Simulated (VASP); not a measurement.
# ZrO2 (Fm-3m) in VASP: relaxation of cell and atoms with PBEsol

Aim: the relaxation of cell and atoms of ZrO2 with PBEsol.

Program: VASP 6.6.1. These are calculated values, not measurements. Logs are shortened: lines on timing, memory, paths and dates and some standing lists are left out, and cuts for length are marked.

### 1 The cell of the first run

It takes space group Fm-3m (No. 225, cubic). Conventional cell: a = 5.064 Å, b = 5.064 Å, c = 5.064 Å, α = 90.00°, β = 90.00°, γ = 90.00°. Zr (site symmetry m-3m) has 8 O at 2.19 Å within 2.9 Å. O (site symmetry -43m) has 4 Zr at 2.19 Å and 6 O at 2.53 Å within 2.9 Å.

### 2 Relaxation of cell and atoms, PBEsol

INCAR

```
SYSTEM = ZrO2
ALGO = Normal ; EDIFF = 1E-7
EDIFFG = -0.001 ; ENCUT = 600
GGA = PS ; GGA_COMPAT = .FALSE.
IBRION = 2 ; ISIF = 3
ISMEAR = 0 ; LASPH = .TRUE.
LCHARG = .FALSE. ; LREAL = .FALSE.
LWAVE = .FALSE. ; NELM = 120
NELMIN = 4 ; NSW = 80
PREC = Accurate ; SIGMA = 0.01
```

KPOINTS

```
k-points
0
G
  8 8 8
  0 0 0
```

POSCAR

```
ZrO2
1.0
    0.0000000000      2.5321252723      2.5321252723
    2.5321252723      0.0000000000      2.5321252723
    2.5321252723      2.5321252723      0.0000000000
Zr O
1 2
Direct
    0.0000000000      0.0000000000      0.0000000000
    0.2500000000      0.2500000000      0.2500000000
    0.7500000000      0.7500000000      0.7500000000
```

Potentials or basis: VASP PAW PBE potentials, release 64 (Zr_sv, O).

Command:

```sh
> cat potpaw_PBE.64/Zr_sv/POTCAR potpaw_PBE.64/O/POTCAR > POTCAR
> mpirun -np 1 vasp_std > vasp.out
```

OUTCAR:

```text
SYSTEM = ZrO2
   EDIFF = 1E-7
   EDIFFG = -0.001
   ENCUT = 600
   GGA = PS
   IBRION = 2
   ISIF = 3
   ISMEAR = 0
   LASPH = .TRUE.
   LREAL = .FALSE.
   NELM = 120
   NELMIN = 4
   NSW = 80
   PREC = Accurate

 ion  position               nearest neighbor table
   1  0.000  0.000  0.000-   3 2.19   3 2.19   3 2.19   2 2.19   3 2.19   2 2.19   2 2.19   2 2.19

   2  0.250  0.250  0.250-   1 2.19   1 2.19   1 2.19   1 2.19
   3  0.750  0.750  0.750-   1 2.19   1 2.19   1 2.19   1 2.19

  LATTYP: Found a face centered cubic cell.
 ALAT       =     5.0642505446

  Lattice vectors:

 A1 = (   0.0000000000,   2.5321252723,   2.5321252723)
 A2 = (   2.5321252723,   0.0000000000,   2.5321252723)
 A3 = (   2.5321252723,   2.5321252723,   0.0000000000)

Analysis of symmetry for initial positions (statically):
=====================================================================
 Subroutine PRICEL returns:
 Original cell was already a primitive cell.

 Routine SETGRP: Setting up the symmetry group for a
 face centered cubic supercell.

 Subroutine GETGRP returns: Found 48 space group operations
 (whereof 48 operations were pure point group operations)
 out of a pool of 48 trial point group operations.

The static configuration has the point symmetry O_h .

Analysis of symmetry for dynamics (positions and initial velocities):
=====================================================================
 Subroutine PRICEL returns:
 Original cell was already a primitive cell.

 Routine SETGRP: Setting up the symmetry group for a
 face centered cubic supercell.

 Subroutine GETGRP returns: Found 48 space group operations
 (whereof 48 operations were pure point group operations)
 out of a pool of 48 trial point group operations.

The dynamic configuration has the point symmetry O_h .

 Subroutine INISYM returns: Found 48 space group operations
 (whereof 48 operations are pure point group operations),
 and found     1 'primitive' translations

----------------------------------------------------------------------------------------

                                     Primitive cell

  volume of cell :      32.4702

  direct lattice vectors                    reciprocal lattice vectors
     0.000000000  2.532125272  2.532125272    -0.197462584  0.197462584  0.197462584
     2.532125272  0.000000000  2.532125272     0.197462584 -0.197462584  0.197462584
     2.532125272  2.532125272  0.000000000     0.197462584  0.197462584 -0.197462584

  length of vectors
     3.580965902  3.580965902  3.580965902     0.342015229  0.342015229  0.342015229

  position of ions in fractional coordinates (direct lattice)
     0.000000000  0.000000000  0.000000000
     0.250000000  0.250000000  0.250000000
     0.750000000  0.750000000  0.750000000

  ion indices of the primitive-cell ions
   primitive index   ion index
                 1           1
                 2           2
                 3           3

----------------------------------------------------------------------------------------

 KPOINTS: k-points

Automatic generation of k-mesh.
 Grid dimensions read from file:
 generate k-points for:    8    8    8

 Generating k-lattice:

  Cartesian coordinates                     Fractional coordinates (reciprocal lattice)
    -0.024682823  0.024682823  0.024682823     0.125000000  0.000000000  0.000000000
     0.024682823 -0.024682823  0.024682823     0.000000000  0.125000000  0.000000000
     0.024682823  0.024682823 -0.024682823     0.000000000  0.000000000  0.125000000

  Length of vectors
     0.042751904  0.042751904  0.042751904

  Shift w.r.t. Gamma in fractional coordinates (k-lattice)
     0.000000000  0.000000000  0.000000000

 Subroutine IBZKPT returns following result:
 ===========================================

 Found     29 irreducible k-points:

 Following reciprocal coordinates:
            Coordinates               Weight
  0.000000  0.000000  0.000000      1.000000
  0.125000  0.000000  0.000000      8.000000
  0.250000  0.000000  0.000000      8.000000
  0.375000  0.000000  0.000000      8.000000
  0.500000  0.000000  0.000000      4.000000
  0.125000  0.125000  0.000000      6.000000
[... 16 lines left out ...]
  0.500000  0.250000  0.125000     48.000000
 -0.375000  0.250000  0.125000     24.000000
 [... further k-points ...]
   k-points           NKPTS =     29   k-points in BZ     NKDIM =     29   number of bands    NBANDS=     16
   number of dos      NEDOS =    301   number of ions     NIONS =      3
   total plane-waves  NPLWV =  27000
   dimension x,y,z NGX =    30 NGY =   30 NGZ =   30
   dimension x,y,z NGXF=    60 NGYF=   60 NGZF=   60
   ions per type =               1   2
   NGX,Y,Z   is equivalent  to a cutoff of  13.93, 13.93, 13.93 a.u.
   NGXF,Y,Z  is equivalent  to a cutoff of  27.85, 27.85, 27.85 a.u.
 SYSTEM =  ZrO2
   PREC   = accura    normal or accurate (medium, high low for compatibility)
   ISTART =      0    job   : 0-new  1-cont  2-samecut
   ICHARG =      2    charge: 1-file 2-atom 10-const
   ISPIN  =      1    spin polarized calculation?
   LNONCOLLINEAR =      F non collinear calculations
   LSORBIT =      F    spin-orbit coupling
   LASPH  =      T    aspherical Exc in radial PAW
   ENCUT  =  600.0 eV  44.10 Ry    6.64 a.u.   7.15  7.15  7.15*2*pi/ulx,y,z
   NELM   =    120;   NELMIN=  4; NELMDL= -5     # of ELM steps
   EDIFF  = 0.1E-06   stopping-criterion for ELM
   LREAL  =      F    real-space projection
   EDIFFG = -.1E-02   stopping-criterion for IOM
   NSW    =     80    number of steps for IOM
   IBRION =      2    ionic relax: 0-MD 1-quasi-New 2-CG
   NFREE  =      1    steps in history (QN), initial steepest desc. (CG)
   ISIF   =      3    stress and relaxation
   ISYM   =      2    0-nonsym 1-usesym 2-fastsym
   POTIM  = 0.5000    time-step for ionic-motion
   TEBEG  =    0.0;   TEEND  =   0.0 temperature during run
   PSTRESS=    0.0 pullay stress
   NELECT =      24.0000    total number of electrons
   NUPDOWN=      -1.0000    fix difference up-down
   EMIN   =  10.00;   EMAX   =-10.00  energy-range for DOS
   EFERMI =   0.00;   METHOD = LEGACY
   ISMEAR =     0;   SIGMA  =   0.01  broadening in eV -4-tet -1-fermi 0-gaus
   EFERMI_NEDOS =   21; number of points for ismear=-14 and -15
   IALGO  =     38    algorithm
   IMIX   =      4    mixing-type and parameters
     AMIX     =   0.40;   BMIX     =  1.00
     AMIX_MAG =   1.60;   BMIX_MAG =  1.00
  volume/ion in A,a.u.               =      10.82        73.04
  Fermi-wavevector in a.u.,A,eV,Ry     =   1.480187  2.797149 29.809752  2.190955
  Thomas-Fermi vector in A             =   2.594253
   LORBIT       =      0    0 simple, 1 ext, 2 COOP (PROOUT), +10 PAW based schemes
   GGA     = PS    functional components
   LHFCALC =     F    Hartree Fock is set to
   AEXX    =    0.0000 exact exchange contribution
   IVDW    =     0    specifies the selected vdW correction
   LEPSILON=     F    determine dielectric tensor
   LRPA    =     F    only Hartree local field effects (RPA)
 conjugate gradient relaxation of ions
 non-spin polarized calculation
 Gauss-broadening in eV      SIGMA  =   0.01
  energy-cutoff  :      600.00
  volume of cell :       32.47
 maximum number of plane-waves:      1106
 NGX is ok and might be reduce to    30
   NGX = 15   NGY = 15   NGZ = 15

--------------------------------------- Ionic step        1  -------------------------------------------

 number of electron      23.9999997 magnetization

 Free energy of the ion-electron system (eV)
  ---------------------------------------------------
  ext. energy  EPLUGINS =         0.00000000
  ---------------------------------------------------
  free energy    TOTEN  =       -29.92923741 eV

  energy without entropy =      -29.92923741  energy(sigma->0) =      -29.92923741

------------------------ aborting loop because EDIFF is reached ----------------------------------------

  FORCE on cell =-STRESS in cart. coord.  units (eV):
  Direction    XX          YY          ZZ          XY          YZ          ZX
  --------------------------------------------------------------------------------------
  -------------------------------------------------------------------------------------
  Total        0.0458456      0.0458456      0.0458456      0.0000000      0.0000000     -0.0000000
  in kB        2.2621557      2.2621557      2.2621557      0.0000000      0.0000000     -0.0000000
  external PRESSURE =       2.2621557 kB  Pullay stress =       0.0000000 kB

 VOLUME and BASIS-vectors are now :
 -----------------------------------------------------------------------------
  energy-cutoff  :      600.00
  volume of cell :       32.47
      direct lattice vectors                 reciprocal lattice vectors
     0.000000000  2.532125272  2.532125272    -0.197462584  0.197462584  0.197462584
     2.532125272  0.000000000  2.532125272     0.197462584 -0.197462584  0.197462584
     2.532125272  2.532125272  0.000000000     0.197462584  0.197462584 -0.197462584
[... 38 lines left out ...]
 POSITION                                       TOTAL-FORCE (eV/Angst)
 -----------------------------------------------------------------------------------
      2.53399      0.00000      2.53399        -0.000000     -0.000000      0.000000
      1.26700      1.26700      1.26700         0.000000      0.000000     -0.000000
      3.80099      3.80099      3.80099        -0.000000     -0.000000      0.000000
 -----------------------------------------------------------------------------------
    total drift:                                0.000000     -0.000000      0.000000

  FREE ENERGIE OF THE ION-ELECTRON SYSTEM (eV)
  ---------------------------------------------------
  free  energy   TOTEN  =       -29.9292126665 eV

  energy  without entropy=      -29.9292126665  energy(sigma->0) =      -29.92921267

--------------------------------------- Ionic step        3  -------------------------------------------

 number of electron      23.9999997 magnetization

 Free energy of the ion-electron system (eV)
  ---------------------------------------------------
  ext. energy  EPLUGINS =         0.00000000
  ---------------------------------------------------
  free energy    TOTEN  =       -29.92925759 eV

  energy without entropy =      -29.92925759  energy(sigma->0) =      -29.92925759

 E-fermi :   7.3213     XC(G=0): -12.1340

 val. band max:        7.2501713333   @ k =   0.5000   0.5000   0.0000
 cond. band min:      10.5702068344   @ k =   0.0000   0.0000   0.0000
 fundamental gap:      3.3200355012
 Fermi energy:         7.3212655677

 k-point     1 :       0.0000    0.0000    0.0000
  band No.  band energies     occupation
      1     -40.6334      2.00000
      2     -18.4969      2.00000
      3     -18.4969      2.00000
      4     -18.4969      2.00000
      5     -10.9580      2.00000
      6      -8.2936      2.00000
[... 8 lines left out ...]
     15      13.7289      0.00000
     16      16.8260      0.00000
[... 419 lines left out ...]
 k-point    24 :      -0.3750    0.2500    0.1250
  band No.  band energies     occupation
      1     -40.5730      2.00000
      2     -19.1423      2.00000
      3     -18.7987      2.00000
      4     -18.6168      2.00000
      5      -9.5439      2.00000
      6      -8.8794      2.00000
[... 8 lines left out ...]
     15      13.5219      0.00000
     16      14.7033      0.00000

 [... further k-points ...]

------------------------ aborting loop because EDIFF is reached ----------------------------------------

  FORCE on cell =-STRESS in cart. coord.  units (eV):
  Direction    XX          YY          ZZ          XY          YZ          ZX
  --------------------------------------------------------------------------------------
  -------------------------------------------------------------------------------------
  Total       -0.0001239     -0.0001239     -0.0001239     -0.0000000      0.0000000      0.0000000
  in kB       -0.0061063     -0.0061063     -0.0061063     -0.0000000      0.0000000      0.0000000
  external PRESSURE =      -0.0061063 kB  Pullay stress =       0.0000000 kB

 VOLUME and BASIS-vectors are now :
 -----------------------------------------------------------------------------
  energy-cutoff  :      600.00
  volume of cell :       32.50
      direct lattice vectors                 reciprocal lattice vectors
     0.000000000  2.532869850  2.532869850    -0.197404537  0.197404537  0.197404537
     2.532869850  0.000000000  2.532869850     0.197404537 -0.197404537  0.197404537
     2.532869850  2.532869850  0.000000000     0.197404537  0.197404537 -0.197404537

 POSITION                                       TOTAL-FORCE (eV/Angst)
 -----------------------------------------------------------------------------------
      0.00000      0.00000      0.00000        -0.000000     -0.000000     -0.000000
      1.26643      1.26643      1.26643        -0.000000     -0.000000      0.000000
      3.79930      3.79930      3.79930         0.000000      0.000000      0.000000
 -----------------------------------------------------------------------------------
    total drift:                                0.000000     -0.000000      0.000000

  FREE ENERGIE OF THE ION-ELECTRON SYSTEM (eV)
  ---------------------------------------------------
  free  energy   TOTEN  =       -29.9292575934 eV

  energy  without entropy=      -29.9292575934  energy(sigma->0) =      -29.92925759

 reached required accuracy - stopping structural energy minimisation
```

Run time: 1.7 min. Hardware: 1 thread of Intel Xeon 8259CL, shared host; peak memory 0.18 GiB.

What came out:

- Free energy: -29.9293 eV
- Relaxed volume: 10.83 Å³/atom
- Relaxed cell: a = 3.582 Å, b = 3.582 Å, c = 3.582 Å, α = 60.00°, β = 60.00°, γ = 60.00°
- Space group after relaxing (to 0.1 Å): Fm-3m (No. 225)
- Energy gained by relaxing: 0.0 meV/atom
- Ionic steps: 3
- Pressure after relaxing: 0.0 GPa
- Band gap on the k mesh: 3.32 eV (least direct gap 3.76 eV)

Final structure:
```cif
data_structure
_symmetry_space_group_name_H-M 'P 1'
_symmetry_Int_Tables_number 1
_cell_length_a 3.5820
_cell_length_b 3.5820
_cell_length_c 3.5820
_cell_angle_alpha 60.000
_cell_angle_beta 60.000
_cell_angle_gamma 60.000
_cell_volume 32.50
loop_
_atom_site_label
_atom_site_type_symbol
_atom_site_fract_x
_atom_site_fract_y
_atom_site_fract_z
_atom_site_occupancy
Zr1 Zr 0.00000 0.00000 0.00000 1
O1 O 0.25000 0.25000 0.25000 1
O2 O 0.75000 0.75000 0.75000 1
```

Caveat: the PAW data sets were made with another functional, which shifts forces and pressure a little. A k mesh can miss the band edges.
